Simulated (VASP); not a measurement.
**Ta3N4: single point with PBE+D3(BJ)**

Ta3N4:

```
CELL_PARAMETERS angstrom
3.03150 0.00000 0.00000
-1.51575 2.62536 0.00000
0.00000 0.00000 9.72807
ATOMIC_POSITIONS crystal
Ta 0.00000 0.00000 0.00000
Ta 0.00000 0.00000 0.25671
Ta 0.00000 0.00000 0.74329
N 0.33333 0.66667 0.87164
N 0.66667 0.33333 0.12836
N 0.33333 0.66667 0.38507
N 0.66667 0.33333 0.61493
```

```yaml
Program: VASP 6.6.1
Task: single point
Functional: PBE
Dispersion: D3(BJ)
Potentials_or_basis: VASP PAW PBE potentials, release 64 (Ta_pv, N)
Cutoff: 520 eV
k_mesh: 6 × 6 × 2
Occupations: gaussian, width 0.1 eV
Spin: no spin polarisation
```

The pressure is 19.6 GPa. The largest force is 9.873 eV/Å and the band gap on the k mesh is zero (an odd number of electrons rules out a gap without spin polarisation). The dispersion energy per atom is -0.389 eV.

Forces on the atoms (eV/Å):
```
Ta   0.000  0.000  0.000
Ta   0.000  0.000  9.873
Ta   0.000  0.000 -9.873
N    0.000  0.000  0.350
N    0.000  0.000 -0.350
N    0.000  0.000 -4.459
N    0.000  0.000  4.459
```

Stress tensor (GPa, compression positive):
```
14.18  0.00  0.00
 0.00 14.18  0.00
 0.00  0.00 30.47
```

Levels at points of the mesh, in eV from the Fermi level:
| k point | band 23 | band 24 | band 25 | band 26 | band 27 | band 28 | band 29 | band 30 | band 31 | band 32 |
| --- | --- | --- | --- | --- | --- | --- | --- | --- | --- | --- |
| (0.00, 0.00, 0.00) | -2.01 | -1.73 | -1.45 | -1.45 | -1.03 | -1.03 | 0.81 | 0.81 | 1.31 | 1.31 |
| (0.50, 0.00, 0.00) | -2.53 | -2.02 | -1.89 | -1.85 | -0.39 | 0.88 | 2.44 | 2.92 | 3.85 | 3.90 |
| (0.00, 0.00, 0.50) | -2.50 | -1.56 | -1.56 | -1.03 | -1.03 | -0.60 | 0.83 | 0.83 | 1.18 | 1.35 |
| (0.50, 0.00, 0.50) | -2.63 | -2.23 | -1.99 | -1.68 | 0.28 | 0.42 | 2.38 | 2.92 | 3.85 | 3.93 |

It took 77 s on 1 thread of Intel Xeon 8259CL, on a shared host, peak memory 0.21 GiB.

Caveat: the k points lie up to 0.40 Å⁻¹ apart, too coarse for converged energies and pressures of a metal; spin-orbit coupling is left out, which moves the levels of the heavy elements; forces of over 1 eV/Å act on the atoms, so gaps and moduli don't describe the material at rest.
